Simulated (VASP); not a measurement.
Wanted: the native input for a VASP 6.6.1 run.

```
Task                   : single point
Functional             : PBE
Potentials or basis    : VASP PAW PBE potentials, release 64 (Ti_sv, B, N)
Cutoff                 : 600 eV
k mesh                 : 6 × 6 × 4
Occupations            : gaussian, width 0.1 eV
Spin                   : collinear spin
Starting moments       : [1.0, 1.0, 0.0, 0.0, 0.0, 0.0, 0.0, 0.0] μB
Dipole correction      : no
Further INCAR settings : ALGO = Normal; EDIFF = 1e-06; NBANDS = 36
```

The structure of Ti2B5N lies in POSCAR:

```
Ti2B5N
1.0
    3.1972510100      0.0000000000      0.0000000000
    0.0000000000      3.1972510100      0.0000000000
    0.0000000000      0.0000000000      7.0100514700
Ti B N
2 5 1
Direct
    0.0000000000      0.0000000000      0.0000000000
    0.5000000000      0.5000000000      0.5000000000
    0.0000000000      0.5000000000      0.2623090100
    0.5000000000      0.0000000000      0.7376909900
    0.5000000000      0.0000000000      0.2623090100
    0.0000000000      0.5000000000      0.7376909900
    0.5000000000      0.5000000000      0.0000000000
    0.0000000000      0.0000000000      0.5000000000
```

The cell was generated, and may not be a known phase.

The input as run:

INCAR

```
PREC = Accurate
ENCUT = 600
EDIFF = 1E-6
ISMEAR = 0
SIGMA = 0.1
LREAL = False
LASPH = True
NELM = 200
ALGO = Normal
ISIF = 2
LWAVE = False
LCHARG = True
ISPIN = 2
MAGMOM = 1 1 0 0 0 0 0 0
LORBIT = 11
LMAXMIX = 4
GGA = PE
LELF = True
LVHAR = True
NBANDS = 36
GGA_COMPAT = False
```

KPOINTS

```
regular mesh
0
Gamma
  6 6 4
```

Potentials or basis: VASP PAW PBE potentials, release 64 (Ti_sv, B, N).

Launch:

```console
$ cat potpaw_PBE.64/Ti_sv/POTCAR potpaw_PBE.64/B/POTCAR potpaw_PBE.64/N/POTCAR > POTCAR
$ mpirun -np 1 vasp_std > vasp.out
```

Results of the run:

- Pressure: -14.0 GPa
- Largest force: 1.836 eV/Å
- Band gap on the k mesh: zero (filled and empty bands overlap)
- Net moment: 0.00 μB per cell
- Valence electrons inside the program's atomic spheres: Ti 10.51, 10.52; B 1.60, 1.64 (each value once); N 3.49

Caveat: the stress differs along the axes, from -30 to 19 GPa; forces of over 1 eV/Å act on the atoms, so gaps and moduli don't describe the material at rest.

Run time: 8.8 min on 1 thread of Oxide Virtual Turin-like Processor, on a shared host, peak memory 0.29 GiB.
